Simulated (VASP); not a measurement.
## Sb: single point with PBEsol

Crystal: Sb.

```xyz
1
Lattice="-1.5949 1.5513 2.7277 1.5472 -1.5649 2.7079 1.6154 1.5855 -2.7356" Properties=species:S:1:pos:R:3 pbc="T T T"
Sb    0.0000    0.0000    0.0000
```

```json
{
 "Program": "VASP 6.6.1",
 "Task": "single point",
 "Functional": "PBEsol",
 "Potentials or basis": "VASP PAW PBE potentials, release 64 (Sb)",
 "Cutoff": "520 eV",
 "k mesh": "11 × 11 × 13",
 "Occupations": "methfessel-paxton, width 0.05 eV",
 "Spin": "no spin polarisation"
}
```

```
Pressure : -1.3 GPa
```

Stress tensor (GPa, compression positive):
```
-1.70  0.24  0.23
 0.24 -0.62  0.06
 0.23  0.06 -1.45
```

Levels at points of the mesh, in eV from the Fermi level:
```
           k point  band 1  band 2  band 3  band 4  band 5  band 6
(0.00, 0.00, 0.00)  -12.95    4.62    5.34    5.56    9.38   10.60
```

Wall time 2.2 min on 1 thread of Intel(R) Xeon(R) Platinum 8259CL CPU @ 2.50GHz (Skylake/Cascade Lake) (shared host), peak memory 0.29 GiB.

Caveat: the PAW data sets were made with another functional, which shifts forces and pressure a little; spin-orbit coupling is left out, which moves the levels of the heavy elements.
